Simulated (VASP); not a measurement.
# ZnS (F-43m) in VASP: single point with PBE0

Aim: the single point of ZnS with PBE0.

Program: VASP 6.6.1. These are calculated values, not measurements. Logs are shortened: lines on timing, memory, paths and dates and some standing lists are left out, and cuts for length are marked.

### 1 The cell of the first run

The structure is cubic, space group F-43m (No. 216). Conventional cell: a = 5.444 Å, b = 5.444 Å, c = 5.444 Å, α = 90.00°, β = 90.00°, γ = 90.00°. Zn (site symmetry -43m) has 4 S at 2.36 Å within 3.1 Å. S (site symmetry -43m) has 4 Zn at 2.36 Å within 3.1 Å.

### 2 Single point, PBE0

The input, POSCAR:

```
ZnS
1.0
    0.0000000000      2.7217879845      2.7217879845
    2.7217879845      0.0000000000      2.7217879845
    2.7217879845      2.7217879845      0.0000000000
Zn S
1 1
Direct
    0.0000000000      0.0000000000      0.0000000000
    0.7500000000      0.7500000000      0.7500000000
```

The input, INCAR.step1:

```
PREC = Accurate
ENCUT = 400
EDIFF = 1E-5
ISMEAR = 0
SIGMA = 0.01
LREAL = F
LASPH = T
NELM = 120
ALGO = Normal
ISIF = 2
LWAVE = T
GGA = PE
NBANDS = 16
GGA_COMPAT = F
```

The input, INCAR.step2:

```
PREC = Accurate
ENCUT = 400
EDIFF = 1E-6
ISMEAR = 0
SIGMA = 0.01
LREAL = F
LASPH = T
NELM = 120
ALGO = Normal
ISIF = 2
LWAVE = F
LCHARG = T
GGA = PE
LHFCALC = T
AEXX = 0.25
PRECFOCK = Normal
LELF = T
LVHAR = T
ISTART = 1
NBANDS = 16
GGA_COMPAT = F
```

The input, KPOINTS:

```
Automatic mesh
0
Gamma
  6 6 6
```

Potentials or basis: VASP PAW PBE potentials, release 64 (Zn, S).

Command:

```
> cat potpaw_PBE.64/Zn/POTCAR potpaw_PBE.64/S/POTCAR > POTCAR
> cp INCAR.step1 INCAR
> mpirun -np 1 vasp_std > vasp.out
> cp INCAR.step2 INCAR
> mpirun -np 1 vasp_std > vasp.out
```

OUTCAR:

```text
PREC = Accurate
   ENCUT = 400
   EDIFF = 1E-6
   ISMEAR = 0
   LREAL = F
   LASPH = T
   NELM = 120
   ISIF = 2
   GGA = PE
   LHFCALC = T
   AEXX = 0.25
   PRECFOCK = Normal
   ISTART = 1

 ion  position               nearest neighbor table
   1  0.000  0.000  0.000-   2 2.36   2 2.36   2 2.36   2 2.36
   2  0.750  0.750  0.750-   1 2.36   1 2.36   1 2.36   1 2.36

  LATTYP: Found a face centered cubic cell.
 ALAT       =     5.4435759690

  Lattice vectors:

 A1 = (   0.0000000000,   2.7217879845,   2.7217879845)
 A2 = (   2.7217879845,   0.0000000000,   2.7217879845)
 A3 = (   2.7217879845,   2.7217879845,   0.0000000000)

Analysis of symmetry for initial positions (statically):
=====================================================================
 Subroutine PRICEL returns:
 Original cell was already a primitive cell.

 Routine SETGRP: Setting up the symmetry group for a
 face centered cubic supercell.

 Subroutine GETGRP returns: Found 24 space group operations
 (whereof 24 operations were pure point group operations)
 out of a pool of 48 trial point group operations.

The static configuration has the point symmetry T_d .

Analysis of symmetry for dynamics (positions and initial velocities):
=====================================================================
 Subroutine PRICEL returns:
 Original cell was already a primitive cell.

 Routine SETGRP: Setting up the symmetry group for a
 face centered cubic supercell.

 Subroutine GETGRP returns: Found 24 space group operations
 (whereof 24 operations were pure point group operations)
 out of a pool of 48 trial point group operations.

The dynamic configuration has the point symmetry T_d .

 Subroutine INISYM returns: Found 24 space group operations
 (whereof 24 operations are pure point group operations),
 and found     1 'primitive' translations

----------------------------------------------------------------------------------------

                                     Primitive cell

  volume of cell :      40.3267

  direct lattice vectors                    reciprocal lattice vectors
     0.000000000  2.721787985  2.721787985    -0.183702773  0.183702773  0.183702773
     2.721787985  0.000000000  2.721787985     0.183702773 -0.183702773  0.183702773
     2.721787985  2.721787985  0.000000000     0.183702773  0.183702773 -0.183702773

  length of vectors
     3.849189482  3.849189482  3.849189482     0.318182536  0.318182536  0.318182536
[... 79 lines left out ...]
   ISYM   =      3    0-nonsym 1-usesym 2-fastsym
   POTIM  = 0.5000    time-step for ionic-motion
   TEBEG  =    0.0;   TEEND  =   0.0 temperature during run
   PSTRESS=    0.0 pullay stress
   NELECT =      18.0000    total number of electrons
   NUPDOWN=      -1.0000    fix difference up-down
   EMIN   =  10.00;   EMAX   =-10.00  energy-range for DOS
   EFERMI =   0.00;   METHOD = LEGACY
   ISMEAR =     0;   SIGMA  =   0.01  broadening in eV -4-tet -1-fermi 0-gaus
   EFERMI_NEDOS =   21; number of points for ismear=-14 and -15
   IALGO  =     38    algorithm
   IMIX   =      1    mixing-type and parameters
     AMIX     =   0.40;   BMIX     =  1.00
     AMIX_MAG =   1.60;   BMIX_MAG =  1.00
  volume/ion in A,a.u.               =      20.16       136.07
  Fermi-wavevector in a.u.,A,eV,Ry     =   1.251127  2.364287 21.297453  1.565319
  Thomas-Fermi vector in A             =   2.385089
   LORBIT       =      0    0 simple, 1 ext, 2 COOP (PROOUT), +10 PAW based schemes
   GGA     = PE    functional components
   LHFCALC =     T    Hartree Fock is set to
   PRECFOCK=normal    Normal, Fast or Accurate (Low or Medium for compatibility)
   ENCUT4O =  -1.0   cutoff for four orbital integrals eV
   NKREDX  =     1    reduce k-point grid by
   NKREDY  =     1    reduce k-point grid by
   NKREDZ  =     1    reduce k-point grid by
   AEXX    =    0.2500 exact exchange contribution
   HFSCREEN=    0.0000 screening length (either q_TF or 0.3 A-1)
   HFSCREENC=   0.0000 screening length for correlation (either q_TF or 0.3 A-1)
   ENCUTFOCK=  -1.0 apply spherical cutoff to Coloumb kernel
   IVDW    =     0    specifies the selected vdW correction
   LEPSILON=     F    determine dielectric tensor
   LRPA    =     F    only Hartree local field effects (RPA)
 non-spin polarized calculation
 Gauss-broadening in eV      SIGMA  =   0.01
  energy-cutoff  :      400.00
  volume of cell :       40.33
 maximum number of plane-waves:       754
 NGX is ok and might be reduce to    28
  NGX = 20; NGY = 20; NGZ = 20

 number of electron      17.9999988 magnetization

 Free energy of the ion-electron system (eV)
  ---------------------------------------------------
  ext. energy  EPLUGINS =         0.00000000
  ---------------------------------------------------
  free energy    TOTEN  =        -8.93466716 eV

  energy without entropy =       -8.93466716  energy(sigma->0) =       -8.93466716

 E-fermi :   0.8786     XC(G=0):  -7.5139

 val. band max:        0.8117256708   @ k =   0.0000   0.0000   0.0000
 cond. band min:       4.7139786780   @ k =   0.0000   0.0000   0.0000
 fundamental gap:      3.9022530072
 Fermi energy:         0.8786191599

 k-point     1 :       0.0000    0.0000    0.0000
  band No.  band energies     occupation
      1     -13.4193      2.00000
      2      -7.0121      2.00000
      3      -7.0121      2.00000
      4      -7.0121      2.00000
      5      -6.5901      2.00000
      6      -6.5901      2.00000
[... 281 lines left out ...]
      3      -6.7728      2.00000
      4      -6.6746      2.00000
      5      -6.5672      2.00000
      6      -6.2082      2.00000
[... 8 lines left out ...]
     15      17.0920      0.00000
     16      17.8351      0.00000

------------------------ aborting loop because EDIFF is reached ----------------------------------------

  FORCE on cell =-STRESS in cart. coord.  units (eV):
  Direction    XX          YY          ZZ          XY          YZ          ZX
  --------------------------------------------------------------------------------------
  -------------------------------------------------------------------------------------
  Total       -0.3254587     -0.3254587     -0.3254587      0.0000000      0.0000000      0.0000000
  in kB      -12.9304494    -12.9304494    -12.9304494      0.0000000      0.0000000      0.0000000
  external PRESSURE =     -12.9304494 kB  Pullay stress =       0.0000000 kB

 VOLUME and BASIS-vectors are now :
 -----------------------------------------------------------------------------
  energy-cutoff  :      400.00
  volume of cell :       40.33
      direct lattice vectors                 reciprocal lattice vectors
     0.000000000  2.721787985  2.721787985    -0.183702773  0.183702773  0.183702773
     2.721787985  0.000000000  2.721787985     0.183702773 -0.183702773  0.183702773
     2.721787985  2.721787985  0.000000000     0.183702773  0.183702773 -0.183702773

 POSITION                                       TOTAL-FORCE (eV/Angst)
 -----------------------------------------------------------------------------------
      0.00000      0.00000      0.00000         0.000000      0.000000      0.000000
      4.08268      4.08268      4.08268        -0.000000     -0.000000     -0.000000
 -----------------------------------------------------------------------------------
    total drift:                               -0.000130     -0.000069     -0.000065

  FREE ENERGIE OF THE ION-ELECTRON SYSTEM (eV)
  ---------------------------------------------------
  free  energy   TOTEN  =        -8.9346671573 eV

  energy  without entropy=       -8.9346671573  energy(sigma->0) =       -8.93466716
```

OSZICAR.step1:

```text
N       E                     dE             d eps       ncg     rms          rms(c)
DAV:   1     0.829467994772E+02    0.82947E+02   -0.78161E+03   512   0.116E+03
DAV:   2    -0.192789590804E+01   -0.84875E+02   -0.79581E+02   592   0.235E+02
DAV:   3    -0.722116874069E+01   -0.52933E+01   -0.52745E+01   632   0.598E+01
DAV:   4    -0.727582417451E+01   -0.54655E-01   -0.54649E-01   632   0.640E+00
DAV:   5    -0.727649770597E+01   -0.67353E-03   -0.67352E-03   624   0.662E-01    0.660E+00
DAV:   6    -0.686810363060E+01    0.40839E+00   -0.73408E-01   752   0.294E+01    0.517E+00
DAV:   7    -0.684829308131E+01    0.19811E-01   -0.24360E-01   584   0.436E+00    0.265E+00
DAV:   8    -0.684760867378E+01    0.68441E-03   -0.49374E-03   664   0.785E-01    0.689E-01
DAV:   9    -0.684788299443E+01   -0.27432E-03   -0.12148E-03   608   0.278E-01    0.102E-01
DAV:  10    -0.684805953165E+01   -0.17654E-03   -0.22918E-04   624   0.143E-01    0.539E-02
DAV:  11    -0.684805184898E+01    0.76827E-05   -0.36100E-05   616   0.897E-02
   1 F= -.68480518E+01 E0= -.68480518E+01  d E =-.199417E-79
```

Wall time 51 min (1 thread of AMD EPYC 7R13, shared host); peak memory 0.14 GiB.

What came out:

| Property | Result |
| --- | --- |
| Free energy | -8.9347 eV |
| Pressure | -1.3 GPa |
| Band gap on the k mesh | 3.90 eV |

Levels at points of the mesh, in eV from the valence-band top:
| k point | band 7 | band 8 | band 9 | band 10 | band 11 | band 12 |
| --- | --- | --- | --- | --- | --- | --- |
| (0.00, 0.00, 0.00) | 0.00 | 0.00 | 0.00 | 3.90 | 8.42 | 8.42 |
| (0.50, 0.00, 0.00) | -5.51 | -0.89 | -0.89 | 5.20 | 8.92 | 8.92 |
| (0.50, 0.50, 0.00) | -4.94 | -2.29 | -2.29 | 5.13 | 5.97 | 13.12 |

Caveat: the PAW data sets were made with another functional, which shifts forces and pressure a little.
